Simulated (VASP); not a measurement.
# MgO (zincblende type) (F-43m) in VASP: notebook

MgO (zincblende type) is run at these levels: PBE; tasks: single point.

All numbers are computed with VASP 6.6.1; they aren't measurements. Logs are shortened: lines on timing, memory, paths and dates and some standing lists are left out, and cuts for length are marked.

## 1. The cell of the first run

It takes space group F-43m (No. 216, cubic). The conventional cell has a = 3.974 Å, b = 3.974 Å, c = 3.974 Å, α = 90.00°, β = 90.00°, γ = 90.00°. Mg (site symmetry -43m) has 4 O at 1.72 Å within 2.3 Å. Within 2.3 Å of O (site symmetry -43m) lie 4 Mg at 1.72 Å.

## 2. Single point, PBE (volume scaled by 0.64)

Input file INCAR:

```
PREC = Accurate
ENCUT = 520
EDIFF = 1E-7
ISMEAR = -1
SIGMA = 0.05
LREAL = F
LASPH = T
NELM = 100
ALGO = Normal
ISIF = 2
LWAVE = F
LCHARG = F
GGA = PE
NBANDS = 11
```

Input file KPOINTS:

```
regular mesh
0
Gamma
  15 15 15
```

Input file POSCAR:

```
MgO
1.0
    0.0000000000      1.9871620568      1.9871620568
    1.9871620568      0.0000000000      1.9871620568
    1.9871620568      1.9871620568      0.0000000000
Mg O
1 1
Direct
    0.0000000000      0.0000000000      0.0000000000
    0.2500000000      0.2500000000      0.2500000000
```

Potentials or basis: VASP PAW PBE potentials, release 64 (Mg, O).

Started as:

```console
$ cat potpaw_PBE.64/Mg/POTCAR potpaw_PBE.64/O/POTCAR > POTCAR
$ mpirun -np 1 vasp_std > vasp.out
```

OUTCAR:

```text
PREC = Accurate
   ENCUT = 520
   EDIFF = 1E-7
   ISMEAR = -1
   LREAL = F
   LASPH = T
   NELM = 100
   ISIF = 2
   GGA = PE

 ion  position               nearest neighbor table
   1  0.000  0.000  0.000-   2 1.72   2 1.72   2 1.72   2 1.72
   2  0.250  0.250  0.250-   1 1.72   1 1.72   1 1.72   1 1.72

  LATTYP: Found a face centered cubic cell.
 ALAT       =     3.9743241136

  Lattice vectors:

 A1 = (   0.0000000000,   1.9871620568,   1.9871620568)
 A2 = (   1.9871620568,   0.0000000000,   1.9871620568)
 A3 = (   1.9871620568,   1.9871620568,   0.0000000000)

Analysis of symmetry for initial positions (statically):
=====================================================================
 Subroutine PRICEL returns:
 Original cell was already a primitive cell.

 Routine SETGRP: Setting up the symmetry group for a
 face centered cubic supercell.

 Subroutine GETGRP returns: Found 24 space group operations
 (whereof 24 operations were pure point group operations)
 out of a pool of 48 trial point group operations.

The static configuration has the point symmetry T_d .

Analysis of symmetry for dynamics (positions and initial velocities):
=====================================================================
 Subroutine PRICEL returns:
 Original cell was already a primitive cell.

 Routine SETGRP: Setting up the symmetry group for a
 face centered cubic supercell.

 Subroutine GETGRP returns: Found 24 space group operations
 (whereof 24 operations were pure point group operations)
 out of a pool of 48 trial point group operations.

The dynamic configuration has the point symmetry T_d .

 Subroutine INISYM returns: Found 24 space group operations
 (whereof 24 operations are pure point group operations),
 and found     1 'primitive' translations

----------------------------------------------------------------------------------------

                                     Primitive cell

  volume of cell :      15.6939

  direct lattice vectors                    reciprocal lattice vectors
     0.000000000  1.987162057  1.987162057    -0.251615110  0.251615110  0.251615110
     1.987162057  0.000000000  1.987162057     0.251615110 -0.251615110  0.251615110
     1.987162057  1.987162057  0.000000000     0.251615110  0.251615110 -0.251615110

  length of vectors
     2.810271531  2.810271531  2.810271531     0.435810155  0.435810155  0.435810155

  position of ions in fractional coordinates (direct lattice)
     0.000000000  0.000000000  0.000000000
[... 80 lines left out ...]
   EDIFFG = 0.1E-05   stopping-criterion for IOM
   NSW    =      0    number of steps for IOM
   IBRION =     -1    ionic relax: 0-MD 1-quasi-New 2-CG
   NFREE  =      0    steps in history (QN), initial steepest desc. (CG)
   ISIF   =      2    stress and relaxation
   ISYM   =      2    0-nonsym 1-usesym 2-fastsym
   POTIM  = 0.5000    time-step for ionic-motion
   TEBEG  =    0.0;   TEEND  =   0.0 temperature during run
   PSTRESS=    0.0 pullay stress
   NELECT =       8.0000    total number of electrons
   NUPDOWN=      -1.0000    fix difference up-down
   EMIN   =  10.00;   EMAX   =-10.00  energy-range for DOS
   EFERMI =   0.00;   METHOD = LEGACY
   ISMEAR =    -1;   SIGMA  =   0.05  broadening in eV -4-tet -1-fermi 0-gaus
   EFERMI_NEDOS =   21; number of points for ismear=-14 and -15
   IALGO  =     38    algorithm
   IMIX   =      4    mixing-type and parameters
     AMIX     =   0.40;   BMIX     =  1.00
     AMIX_MAG =   1.60;   BMIX_MAG =  1.00
  volume/ion in A,a.u.               =       7.85        52.95
  Fermi-wavevector in a.u.,A,eV,Ry     =   1.307760  2.471309 23.269193  1.710237
  Thomas-Fermi vector in A             =   2.438473
   LORBIT       =      0    0 simple, 1 ext, 2 COOP (PROOUT), +10 PAW based schemes
   GGA     = PE    functional components
   LHFCALC =     F    Hartree Fock is set to
   AEXX    =    0.0000 exact exchange contribution
   IVDW    =     0    specifies the selected vdW correction
   LEPSILON=     F    determine dielectric tensor
   LRPA    =     F    only Hartree local field effects (RPA)
 non-spin polarized calculation
  energy-cutoff  :      520.00
  volume of cell :       15.69
 maximum number of plane-waves:       440
 NGX is ok and might be reduce to    24
   NGX = 11   NGY = 11   NGZ = 11

 number of electron       8.0000002 magnetization

 Free energy of the ion-electron system (eV)
  ---------------------------------------------------
  ext. energy  EPLUGINS =         0.00000000
  ---------------------------------------------------
  free energy    TOTEN  =        -9.29322339 eV

  energy without entropy =       -9.29322339  energy(sigma->0) =       -9.29322339

 E-fermi :   4.6352     XC(G=0): -11.6675

 val. band max:        3.5209099462   @ k =  -0.1333   0.1333   0.0000
 cond. band min:      10.0302527262   @ k =   0.0000   0.0000   0.0000
 fundamental gap:      6.5093427799
 Fermi energy:         4.6351716501

 k-point     1 :       0.0000    0.0000    0.0000
  band No.  band energies     occupation
      1     -13.8952      2.00000
      2       3.4972      2.00000
      3       3.4972      2.00000
      4       3.4972      2.00000
      5      10.0303      0.00000
      6      25.2927      0.00000
      7      25.2927      0.00000
      8      25.2927      0.00000
      9      28.0235      0.00000
     10      28.0235      0.00000
     11      29.3571      0.00000
[... 309 lines left out ...]
 k-point    24 :       0.2000    0.1333    0.0000
  band No.  band energies     occupation
      1     -13.4166      2.00000
      2       1.9813      2.00000
      3       3.2774      2.00000
      4       3.2978      2.00000
      5      11.8825      0.00000
      6      20.6952      0.00000
      7      24.2645      0.00000
      8      24.9067      0.00000
      9      25.7153      0.00000
     10      28.9486      0.00000
     11      30.7149      0.00000

 [... further k-points ...]
[... 5 lines left out ...]
  --------------------------------------------------------------------------------------
  -------------------------------------------------------------------------------------
  Total       12.5864794     12.5864794     12.5864794     -0.0000000      0.0000000      0.0000000
  in kB     1284.9463532   1284.9463532   1284.9463532     -0.0000000      0.0000000      0.0000000
  external PRESSURE =    1284.9463532 kB  Pullay stress =       0.0000000 kB

 VOLUME and BASIS-vectors are now :
 -----------------------------------------------------------------------------
  energy-cutoff  :      520.00
  volume of cell :       15.69
      direct lattice vectors                 reciprocal lattice vectors
     0.000000000  1.987162057  1.987162057    -0.251615110  0.251615110  0.251615110
     1.987162057  0.000000000  1.987162057     0.251615110 -0.251615110  0.251615110
     1.987162057  1.987162057  0.000000000     0.251615110  0.251615110 -0.251615110

 POSITION                                       TOTAL-FORCE (eV/Angst)
 -----------------------------------------------------------------------------------
      0.00000      0.00000      0.00000         0.000000     -0.000000      0.000000
      0.99358      0.99358      0.99358        -0.000000      0.000000     -0.000000
 -----------------------------------------------------------------------------------
    total drift:                                0.000001      0.000001      0.000001

  FREE ENERGIE OF THE ION-ELECTRON SYSTEM (eV)
  ---------------------------------------------------
  free  energy   TOTEN  =        -9.2932233865 eV

  energy  without entropy=       -9.2932233864  energy(sigma->0) =       -9.29322339
```

OSZICAR:

```text
N       E                     dE             d eps       ncg     rms          rms(c)
DAV:   1     0.174791875511E+02    0.17479E+02   -0.48881E+03  2976   0.661E+02
DAV:   2    -0.115435198667E+02   -0.29023E+02   -0.28573E+02  3045   0.151E+02
DAV:   3    -0.120810179047E+02   -0.53750E+00   -0.53726E+00  3265   0.176E+01
DAV:   4    -0.120823637913E+02   -0.13459E-02   -0.13459E-02  2933   0.992E-01
DAV:   5    -0.120823681567E+02   -0.43654E-05   -0.43654E-05  3209   0.537E-02    0.963E+00
DAV:   6    -0.934969251362E+01    0.27327E+01   -0.12308E+01  2856   0.208E+01    0.224E+00
DAV:   7    -0.930572467980E+01    0.43968E-01   -0.14581E-01  3048   0.286E+00    0.149E+00
DAV:   8    -0.929360175081E+01    0.12123E-01   -0.23525E-02  2883   0.171E+00    0.200E-01
DAV:   9    -0.929316596873E+01    0.43578E-03   -0.12316E-03  3129   0.220E-01    0.964E-02
DAV:  10    -0.929322384101E+01   -0.57872E-04   -0.57016E-04  2861   0.172E-01    0.215E-02
DAV:  11    -0.929322286860E+01    0.97241E-06   -0.19266E-05  3042   0.306E-02    0.286E-03
DAV:  12    -0.929322348498E+01   -0.61638E-06   -0.73726E-07  2970   0.710E-03    0.150E-03
DAV:  13    -0.929322336696E+01    0.11802E-06   -0.66834E-08  1776   0.144E-03    0.220E-04
DAV:  14    -0.929322338646E+01   -0.19496E-07   -0.16329E-09  1428   0.336E-04
   1 F= -.92932234E+01 E0= -.92932234E+01  d E =-.276093E-10
```

Run time: 17 s. Hardware: 1 thread of Intel Xeon Platinum 8259CL at 2.50GHz (Skylake/Cascade Lake), shared host; peak memory 0.15 GiB.

Results:

```yaml
Free_energy: -9.2932 eV
Pressure: 128.5 GPa
Band_gap_on_the_k_mesh: 6.51 eV, indirect (least direct gap 6.53 eV)
```

Levels at points of the mesh, in eV from the valence-band top:
| k point | band 1 | band 2 | band 3 | band 4 | band 5 | band 6 | band 7 | band 8 | band 9 |
| --- | --- | --- | --- | --- | --- | --- | --- | --- | --- |
| (0.00, 0.00, 0.00) | -17.42 | -0.02 | -0.02 | -0.02 | 6.51 | 21.77 | 21.77 | 21.77 | 24.50 |

## 3. Single point, PBE (volume scaled by 0.72)

Input file INCAR:

```
SYSTEM = MgO
PREC = Accurate
ENCUT = 520
EDIFF = 1E-7
ISMEAR = -1
SIGMA = 0.05
LREAL = .False.
LASPH = .True.
NELM = 80
ALGO = Normal
ISIF = 2
LWAVE = .False.
LCHARG = .False.
GGA = PE
NBANDS = 11
```

Input file KPOINTS:

```
Automatic mesh
0
Gamma
  15 15 15
  0 0 0
```

Input file POSCAR:

```
MgO
1.0
    0.0000000000      2.0667318240      2.0667318240
    2.0667318240      0.0000000000      2.0667318240
    2.0667318240      2.0667318240      0.0000000000
Mg O
1 1
Direct
    0.0000000000      0.0000000000      0.0000000000
    0.2500000000      0.2500000000      0.2500000000
```

Potentials or basis: VASP PAW PBE potentials, release 64 (Mg, O).

Started as:

```console
$ cat potpaw_PBE.64/Mg/POTCAR potpaw_PBE.64/O/POTCAR > POTCAR
$ mpirun -np 1 vasp_std > vasp.out
```

Run time: 17 s. Hardware: 1 thread of Intel Xeon Platinum 8259CL at 2.50GHz (Skylake/Cascade Lake), shared host; peak memory 0.15 GiB.

Results (log left out):

- Free energy: -10.5079 eV
- Pressure: 74.0 GPa
- Band gap on the k mesh: 5.59 eV, indirect (least direct gap 5.60 eV)

Levels at points of the mesh, in eV from the valence-band top:
```csv
k point,band 1,band 2,band 3,band 4,band 5,band 6,band 7,band 8,band 9
"(0.00, 0.00, 0.00)",-16.92,-0.01,-0.01,-0.01,5.59,20.30,20.30,20.30,23.27
```
